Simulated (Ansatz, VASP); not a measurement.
**TiC in VASP and in Ansatz**

```
Ti C
1.0
     0.00000    2.16400    2.20728
     2.16400    0.00000    2.20728
     2.16400    2.16400    0.00000
Ti C
1 1
Direct
  0.00000 0.00000 0.00000
  0.50000 0.50000 0.50000
```

Change from the starting cell: z stretched by +2 %, ions relaxed.

Alike in both runs: functional PBE; k mesh 18 × 18 × 18; occupations fermi-dirac, width 0.05 eV; no spin polarisation.

Ansatz relaxed the structure, and its values are those at the end. VASP's run is a single point on that final structure, the one shown.

|  | VASP | Ansatz |
| --- | --- | --- |
| version | VASP 6.6.1 | Ansatz 0.2.0 |
| potentials or method | VASP PAW PBE potentials, release 64 (Ti_sv, C) | plane-wave PAW, scalar-relativistic |
| plane-wave cutoff (eV) | 520 | 420 |
| valence electrons in the cell | 16 | 16 |

|  | VASP | Ansatz | Ansatz less VASP |
| --- | --- | --- | --- |
| pressure (GPa) | -3.6 | -3.8 | -0.13 |

With one functional, cell and mesh, what is left measures potentials, basis and numerics. Ansatz's warnings: stress scf threshold loose.
